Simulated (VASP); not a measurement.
A run of VASP 6.6.1:

INCAR

```
SYSTEM = CaO
PREC = Accurate ; ENCUT = 600
EDIFF = 1E-6 ; ISMEAR = 0
SIGMA = 0.01 ; LREAL = .False.
LASPH = .True. ; NELM = 120
ALGO = Normal ; ISIF = 2
LWAVE = .False. ; LCHARG = .False.
GGA = PE ; NBANDS = 24
GGA_COMPAT = .False.
```

Contents of KPOINTS:

```
regular mesh
0
Gamma
  4 4 4
  0 0 0
```

POSCAR

```
CaO
1.0
    3.3935878115      0.0000000000      0.0000000000
    0.0000000000      3.3935878115      0.0000000000
    0.0000000000      0.0000000000      4.8499181696
Ca O
2 2
Direct
    0.0000000000      0.0000000000      0.0000000000
    0.5000000000      0.5000000000      0.5000000000
    0.5000000000      0.5000000000      0.0000000000
    0.0000000000      0.0000000000      0.5000000000
```

Potentials or basis: VASP PAW PBE potentials, release 64 (Ca_sv, O).

The run is started by

```bash
$ cat potpaw_PBE.64/Ca_sv/POTCAR potpaw_PBE.64/O/POTCAR > POTCAR
$ mpirun -np 1 vasp_std > vasp.out
```

Hardware: 1 thread of Intel Xeon 8259CL, on a shared host.

Task: How long does it take, and how much memory?

Result: It took 56 s on 1 thread of Intel Xeon 8259CL, on a shared host, peak memory 0.18 GiB. Counts: scf iterations 14, k points 18.
